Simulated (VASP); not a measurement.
Set up this calculation in VASP 6.6.1, as the native input.

| Property | Result |
| --- | --- |
| Task | single point |
| Functional | HSE06 |
| Potentials or basis | VASP PAW PBE potentials, release 64 (Na_pv, Cl) |
| Cutoff | 520 eV |
| k mesh | 6 × 6 × 6 |
| Occupations | gaussian, width 0.01 eV |
| Spin | no spin polarisation |
| Dipole correction | no |
| Grid for exact exchange (PRECFOCK) | Normal |
| Further INCAR settings | ALGO = Normal; EDIFF = 1e-07; NBANDS = 14 |
| Share of exact exchange | 0.25 |
| Screening parameter | 0.2079 1/Å |

Crystal: NaCl.

```
CELL_PARAMETERS angstrom
0.00000 2.81671 2.79669
2.81671 0.00000 2.79669
2.81671 2.81671 0.00000
ATOMIC_POSITIONS crystal
Na 0.00000 0.00000 0.00000
Cl 0.50000 0.50000 0.50000
```

This cell differs from its parent crystal: epitaxial xy strain +0.5%.

These files were run (other wordings do the same):

POSCAR

```
NaCl
1.0
    0.0000000000      2.8167123034      2.7966897258
    2.8167123034      0.0000000000      2.7966897258
    2.8167123034      2.8167123034      0.0000000000
Na Cl
1 1
Direct
    0.0000000000      0.0000000000      0.0000000000
    0.5000000000      0.5000000000      0.5000000000
```

INCAR.step1

```
PREC     = Accurate       # precision mode
ENCUT    = 520            # plane-wave cutoff, eV
EDIFF    = 1E-5           # SCF threshold, eV
ISMEAR   = 0              # smearing method
SIGMA    = 0.01           # smearing width, eV
LREAL    = F              # projectors in reciprocal space
LASPH    = T              # aspherical terms in the spheres
NELM     = 80             # most SCF steps
ALGO     = Normal         # electronic algorithm
ISIF     = 2              # what is computed and relaxed
LWAVE    = T              # write WAVECAR
LCHARG   = F              # write CHGCAR
NBANDS   = 14             # bands
GGA      = PE             # functional
```

INCAR.step2

```
PREC     = Accurate       # precision mode
ENCUT    = 520            # plane-wave cutoff, eV
EDIFF    = 1E-7           # SCF threshold, eV
ISMEAR   = 0              # smearing method
SIGMA    = 0.01           # smearing width, eV
LREAL    = F              # projectors in reciprocal space
LASPH    = T              # aspherical terms in the spheres
NELM     = 80             # most SCF steps
ALGO     = Normal         # electronic algorithm
ISIF     = 2              # what is computed and relaxed
LWAVE    = F              # write WAVECAR
LCHARG   = F              # write CHGCAR
GGA      = PE             # functional
LHFCALC  = T              # exact exchange
HFSCREEN = 0.2079         # screening, 1/A
PRECFOCK = Normal       
NBANDS   = 14             # bands
ISTART   = 1
```

KPOINTS

```
Automatic mesh
0
Gamma
  6 6 6
```

Potentials or basis: VASP PAW PBE potentials, release 64 (Na_pv, Cl).

Launch:

```console
$ cat potpaw_PBE.64/Na_pv/POTCAR potpaw_PBE.64/Cl/POTCAR > POTCAR
$ cp INCAR.step1 INCAR
$ mpirun -np 1 vasp_std > vasp.out
$ cp INCAR.step2 INCAR
$ mpirun -np 1 vasp_std > vasp.out
```

Results of the run:

```yaml
Pressure: 0.5 GPa
Band_gap_on_the_k_mesh: 6.52 eV
```

Caveat: the cell differs from its parent crystal (epitaxial xy strain +0.5%); the PAW data sets were made with another functional, which shifts forces and pressure a little.

It took 53 min on 1 thread of AMD EPYC 7R13 Processor (Zen 3) (shared host), peak memory 0.26 GiB.
